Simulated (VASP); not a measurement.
# MoS2 (P6_3/mmc) in VASP: single point with HSE06

Aim: the single point of MoS2 with HSE06.

All numbers are computed with VASP 6.6.1; they aren't measurements. Logs are shortened: lines on timing, memory, paths and dates and some standing lists are left out, and cuts for length are marked.

**1. The cell of the first run**

Symmetry: P6_3/mmc, No. 194, hexagonal system. Conventional cell: a = 3.149 Å, b = 3.149 Å, c = 14.064 Å, α = 90.00°, β = 90.00°, γ = 120.00°. Mo (site symmetry -6m2) has 6 S at 2.39 Å and 6 Mo at 3.15 Å within 3.2 Å. S (site symmetry 3m) has 3 Mo at 2.39 Å and 7 S at 3.10 to 3.15 Å within 3.2 Å.

**2. Single point, HSE06**

The input, POSCAR:

```
MoS2
1.0
    3.1490928480      0.0000000028      0.0000000000
   -1.5745464265      2.7271944038      0.0000000000
    0.0000000000      0.0000000000     14.0643980573
Mo S
2 4
Direct
    0.6666666667      0.3333333333      0.2500000000
    0.3333333333      0.6666666667      0.7500000000
    0.6666666667      0.3333333333      0.6399336636
    0.3333333333      0.6666666667      0.3600663364
    0.6666666667      0.3333333333      0.8600663364
    0.3333333333      0.6666666667      0.1399336636
```

The input, INCAR.step1:

```
SYSTEM = MoS2
  PREC = Accurate
  ENCUT = 520
  EDIFF = 1E-5
  ISMEAR = 0
  SIGMA = 0.1
  LREAL = .FALSE.
  LASPH = .TRUE.
  NELM = 100
  ALGO = Normal
  ISIF = 2
  LWAVE = .TRUE.
  LCHARG = .FALSE.
  NBANDS = 35
  GGA = PE
  KPAR = 4
```

The input, INCAR.step2:

```
SYSTEM = MoS2
  PREC = Accurate
  ENCUT = 520
  EDIFF = 1E-6
  ISMEAR = 0
  SIGMA = 0.1
  LREAL = .FALSE.
  LASPH = .TRUE.
  NELM = 100
  ALGO = Normal
  ISIF = 2
  LWAVE = .FALSE.
  LCHARG = .FALSE.
  GGA = PE
  LHFCALC = .TRUE.
  HFSCREEN = 0.2079
  PRECFOCK = Fast
  NBANDS = 35
  ISTART = 1
  KPAR = 4
```

The input, KPOINTS:

```
regular mesh
0
G
  6 6 2
  0 0 0
```

Potentials or basis: VASP PAW PBE potentials, release 64 (Mo_sv, S).

On the command line:

```sh
$ cat potpaw_PBE.64/Mo_sv/POTCAR potpaw_PBE.64/S/POTCAR > POTCAR
$ cp INCAR.step1 INCAR
$ mpirun -np 4 vasp_std > vasp.out
$ cp INCAR.step2 INCAR
$ mpirun -np 4 vasp_std > vasp.out
```

OUTCAR:

```text
SYSTEM = MoS2
   PREC = Accurate
   ENCUT = 520
   EDIFF = 1E-6
   ISMEAR = 0
   LREAL = .FALSE.
   LASPH = .TRUE.
   NELM = 100
   ISIF = 2
   GGA = PE
   LHFCALC = .TRUE.
   HFSCREEN = 0.2079
   PRECFOCK = Fast
   ISTART = 1

 ion  position               nearest neighbor table
   1  0.667  0.333  0.250-   4 2.39   6 2.39   4 2.39   6 2.39   4 2.39   6 2.39
   2  0.333  0.667  0.750-   3 2.39   5 2.39   3 2.39   5 2.39   3 2.39   5 2.39
   3  0.667  0.333  0.640-   2 2.39   2 2.39   2 2.39
   4  0.333  0.667  0.360-   1 2.39   1 2.39   1 2.39
   5  0.667  0.333  0.860-   2 2.39   2 2.39   2 2.39
   6  0.333  0.667  0.140-   1 2.39   1 2.39   1 2.39

  LATTYP: Found a hexagonal cell.
 ALAT       =     3.1490928480
 C/A-ratio  =     4.4661744623

  Lattice vectors:

 A1 = (   3.1490928480,   0.0000000028,   0.0000000000)
 A2 = (  -1.5745464265,   2.7271944038,   0.0000000000)
 A3 = (   0.0000000000,   0.0000000000,  14.0643980573)

Analysis of symmetry for initial positions (statically):
=====================================================================
 Subroutine PRICEL returns:
 Original cell was already a primitive cell.

 Routine SETGRP: Setting up the symmetry group for a
 hexagonal supercell.

 Subroutine GETGRP returns: Found 24 space group operations
 (whereof 12 operations were pure point group operations)
 out of a pool of 24 trial point group operations.

The static configuration has the point symmetry D_3d.
 The point group associated with its full space group is D_6h.

Analysis of symmetry for dynamics (positions and initial velocities):
=====================================================================
 Subroutine PRICEL returns:
 Original cell was already a primitive cell.

 Routine SETGRP: Setting up the symmetry group for a
 hexagonal supercell.

 Subroutine GETGRP returns: Found 24 space group operations
 (whereof 12 operations were pure point group operations)
 out of a pool of 24 trial point group operations.

The dynamic configuration has the point symmetry D_3d.
 The point group associated with its full space group is D_6h.

 Subroutine INISYM returns: Found 24 space group operations
 (whereof 12 operations are pure point group operations),
 and found     1 'primitive' translations

----------------------------------------------------------------------------------------

                                     Primitive cell

  volume of cell :     120.7877

  direct lattice vectors                    reciprocal lattice vectors
     3.149092848  0.000000003  0.000000000     0.317551767  0.183338599  0.000000000
    -1.574546426  2.727194404  0.000000000    -0.000000000  0.366677197  0.000000000
     0.000000000  0.000000000 14.064398057     0.000000000  0.000000000  0.071101514

  length of vectors
     3.149092848  3.149092848 14.064398057     0.366677197  0.366677197  0.071101514

  position of ions in fractional coordinates (direct lattice)
     0.666666667  0.333333333  0.250000000
     0.333333333  0.666666667  0.750000000
     0.666666667  0.333333333  0.639933664
     0.333333333  0.666666667  0.360066336
     0.666666667  0.333333333  0.860066336
     0.333333333  0.666666667  0.139933664

  ion indices of the primitive-cell ions
   primitive index   ion index
                 1           1
                 2           2
                 3           3
                 4           4
                 5           5
                 6           6

----------------------------------------------------------------------------------------

 KPOINTS: regular mesh

Automatic generation of k-mesh.
 Grid dimensions read from file:
 generate k-points for:    6    6    2

 Generating k-lattice:

  Cartesian coordinates                     Fractional coordinates (reciprocal lattice)
     0.052925295  0.030556433  0.000000000     0.166666667  0.000000000  0.000000000
    -0.000000000  0.061112866  0.000000000     0.000000000  0.166666667  0.000000000
     0.000000000  0.000000000  0.035550757     0.000000000  0.000000000  0.500000000

  Length of vectors
     0.061112866  0.061112866  0.035550757

  Shift w.r.t. Gamma in fractional coordinates (k-lattice)
     0.000000000  0.000000000  0.000000000

 Subroutine IBZKPT returns following result:
 ===========================================

 Found     14 irreducible k-points:

 Following reciprocal coordinates:
            Coordinates               Weight
  0.000000  0.000000  0.000000      1.000000
  0.166667  0.000000  0.000000      6.000000
  0.333333 -0.000000  0.000000      6.000000
  0.500000  0.000000  0.000000      3.000000
  0.166667  0.166667  0.000000      6.000000
  0.333333  0.166667  0.000000     12.000000
  0.333333  0.333333  0.000000      2.000000
  0.000000  0.000000  0.500000      1.000000
  0.166667  0.000000  0.500000      6.000000
  0.333333 -0.000000  0.500000      6.000000
  0.500000  0.000000  0.500000      3.000000
  0.166667  0.166667  0.500000      6.000000
  0.333333  0.166667  0.500000     12.000000
  0.333333  0.333333  0.500000      2.000000
   k-points           NKPTS =     14   k-points in BZ     NKDIM =     72   number of bands    NBANDS=     35
   number of dos      NEDOS =    301   number of ions     NIONS =      6
   total plane-waves  NPLWV =  62208
   dimension x,y,z NGX =    24 NGY =   24 NGZ =  108
   dimension x,y,z NGXF=    48 NGYF=   48 NGZF=  216
   ions per type =               2   4
   NGX,Y,Z   is equivalent  to a cutoff of  12.67, 12.67, 12.77 a.u.
   NGXF,Y,Z  is equivalent  to a cutoff of  25.34, 25.34, 25.53 a.u.
 SYSTEM =  MoS2
   PREC   = accura    normal or accurate (medium, high low for compatibility)
   ISTART =      1    job   : 0-new  1-cont  2-samecut
   ICHARG =      0    charge: 1-file 2-atom 10-const
   ISPIN  =      1    spin polarized calculation?
   LNONCOLLINEAR =      F non collinear calculations
   LSORBIT =      F    spin-orbit coupling
   LASPH  =      T    aspherical Exc in radial PAW
   ENCUT  =  520.0 eV  38.22 Ry    6.18 a.u.   5.86  5.86 26.15*2*pi/ulx,y,z
   NELM   =    100;   NELMIN=  2; NELMDL=  0     # of ELM steps
   EDIFF  = 0.1E-05   stopping-criterion for ELM
   LREAL  =      F    real-space projection
   EDIFFG = 0.1E-04   stopping-criterion for IOM
   NSW    =      0    number of steps for IOM
   IBRION =     -1    ionic relax: 0-MD 1-quasi-New 2-CG
   NFREE  =      0    steps in history (QN), initial steepest desc. (CG)
   ISIF   =      2    stress and relaxation
   ISYM   =      3    0-nonsym 1-usesym 2-fastsym
   POTIM  = 0.5000    time-step for ionic-motion
   TEBEG  =    0.0;   TEEND  =   0.0 temperature during run
   PSTRESS=    0.0 pullay stress
   NELECT =      52.0000    total number of electrons
   NUPDOWN=      -1.0000    fix difference up-down
   EMIN   =  10.00;   EMAX   =-10.00  energy-range for DOS
   EFERMI =   0.00;   METHOD = LEGACY
   ISMEAR =     0;   SIGMA  =   0.10  broadening in eV -4-tet -1-fermi 0-gaus
   EFERMI_NEDOS =   21; number of points for ismear=-14 and -15
   IALGO  =     38    algorithm
   IMIX   =      1    mixing-type and parameters
     AMIX     =   0.40;   BMIX     =  1.00
     AMIX_MAG =   1.60;   BMIX_MAG =  1.00
  volume/ion in A,a.u.               =      20.13       135.85
  Fermi-wavevector in a.u.,A,eV,Ry     =   1.236142  2.335970 20.790343  1.528047
  Thomas-Fermi vector in A             =   2.370763
   LORBIT       =      0    0 simple, 1 ext, 2 COOP (PROOUT), +10 PAW based schemes
   GGA     = PE    functional components
   LHFCALC =     T    Hartree Fock is set to
   PRECFOCK=fast      Normal, Fast or Accurate (Low or Medium for compatibility)
   ENCUT4O =  -1.0   cutoff for four orbital integrals eV
   NKREDX  =     1    reduce k-point grid by
   NKREDY  =     1    reduce k-point grid by
   NKREDZ  =     1    reduce k-point grid by
   AEXX    =    0.2500 exact exchange contribution
   HFSCREEN=    0.2079 screening length (either q_TF or 0.3 A-1)
   HFSCREENC=   0.2079 screening length for correlation (either q_TF or 0.3 A-1)
   ENCUTFOCK=  -1.0 apply spherical cutoff to Coloumb kernel
   IVDW    =     0    specifies the selected vdW correction
   LEPSILON=     F    determine dielectric tensor
   LRPA    =     F    only Hartree local field effects (RPA)
 non-spin polarized calculation
 Gauss-broadening in eV      SIGMA  =   0.10
  energy-cutoff  :      520.00
  volume of cell :      120.79
 maximum number of plane-waves:      3275
 NGX is ok and might be reduce to    24
  NGX = 14; NGY = 14; NGZ = 64

 number of electron      52.0000000 magnetization

 Free energy of the ion-electron system (eV)
  ---------------------------------------------------
  ext. energy  EPLUGINS =         0.00000000
  ---------------------------------------------------
  free energy    TOTEN  =       -52.37006241 eV

  energy without entropy =      -52.37006241  energy(sigma->0) =      -52.37006241

 E-fermi :   5.7830     XC(G=0):  -8.1856

 val. band max:        5.2235550557   @ k =   0.0000   0.0000   0.0000
 cond. band min:       7.2062202190   @ k =   0.3333   0.3333   0.0000
 fundamental gap:      1.9826651633
 Fermi energy:         5.7829770404

 k-point     1 :       0.0000    0.0000    0.0000
  band No.  band energies     occupation
      1     -59.8659      2.00000
      2     -59.8659      2.00000
      3     -32.6213      2.00000
      4     -32.6213      2.00000
      5     -32.3360      2.00000
      6     -32.3360      2.00000
[... 27 lines left out ...]
     34       8.8760      0.00000
     35      11.9982      0.00000

 k-point     2 :       0.1667    0.0000    0.0000
  band No.  band energies     occupation
      1     -59.8530      2.00000
      2     -59.8529      2.00000
      3     -32.5960      2.00000
      4     -32.5959      2.00000
      5     -32.4653      2.00000
      6     -32.4653      2.00000
[... 27 lines left out ...]
     34       9.2900      0.00000
     35      13.1178      0.00000
[... 416 lines left out ...]
     34      10.5320      0.00000
     35      13.0615      0.00000

 k-point    14 :       0.3333    0.3333    0.5000
  band No.  band energies     occupation
      1     -59.8075      2.00000
      2     -59.8075      2.00000
      3     -32.7063      2.00000
      4     -32.7063      2.00000
      5     -32.6655      2.00000
      6     -32.6655      2.00000
[... 27 lines left out ...]
     34      11.0930      0.00000
     35      13.1865      0.00000

------------------------ aborting loop because EDIFF is reached ----------------------------------------

  FORCE on cell =-STRESS in cart. coord.  units (eV):
  Direction    XX          YY          ZZ          XY          YZ          ZX
  --------------------------------------------------------------------------------------
  -------------------------------------------------------------------------------------
  Total       -0.0378872     -0.0378872     -0.1936970      0.0000000      0.0000000      0.0000000
  in kB       -0.5025515     -0.5025515     -2.5692757      0.0000000      0.0000000      0.0000000
  external PRESSURE =      -1.1914596 kB  Pullay stress =       0.0000000 kB

 VOLUME and BASIS-vectors are now :
 -----------------------------------------------------------------------------
  energy-cutoff  :      520.00
  volume of cell :      120.79
      direct lattice vectors                 reciprocal lattice vectors
     3.149092848  0.000000003  0.000000000     0.317551767  0.183338599  0.000000000
    -1.574546426  2.727194404  0.000000000    -0.000000000  0.366677197  0.000000000
     0.000000000  0.000000000 14.064398057     0.000000000  0.000000000  0.071101514

 POSITION                                       TOTAL-FORCE (eV/Angst)
 -----------------------------------------------------------------------------------
      1.57455      0.90906      3.51610         0.000000     -0.000000     -0.000000
     -0.00000      1.81813     10.54830        -0.000000      0.000000      0.000000
      1.57455      0.90906      9.00028        -0.000000      0.000000      0.029539
     -0.00000      1.81813      5.06412         0.000000      0.000000     -0.029539
      1.57455      0.90906     12.09632        -0.000000     -0.000000     -0.029539
     -0.00000      1.81813      1.96808        -0.000000     -0.000000      0.029539
 -----------------------------------------------------------------------------------
    total drift:                                0.000000     -0.000000      0.000000

  FREE ENERGIE OF THE ION-ELECTRON SYSTEM (eV)
  ---------------------------------------------------
  free  energy   TOTEN  =       -52.3700624052 eV

  energy  without entropy=      -52.3700624052  energy(sigma->0) =      -52.37006241
```

Wall time 12 min (4 MPI ranks of AMD EPYC 9R45 (Zen 5), shared host); peak memory 0.37 GiB.

Results:

| Property | Result |
| --- | --- |
| Free energy | -52.3701 eV |
| Pressure | -0.1 GPa |
| Largest force | 0.030 eV/Å |
| Band gap on the k mesh | 1.98 eV (least direct gap 2.22 eV) |

Forces in eV/Å, atoms in the order of the input:
```
Mo   0.000  0.000  0.000
Mo   0.000  0.000  0.000
S    0.000  0.000  0.030
S    0.000  0.000 -0.030
S    0.000  0.000 -0.030
S    0.000  0.000  0.030
```

Caveat: the PAW data sets were made with another functional, which shifts forces and pressure a little; this functional lacks dispersion, which binds layers or chains, so the pressure and a relaxed spacing across them are unreliable.
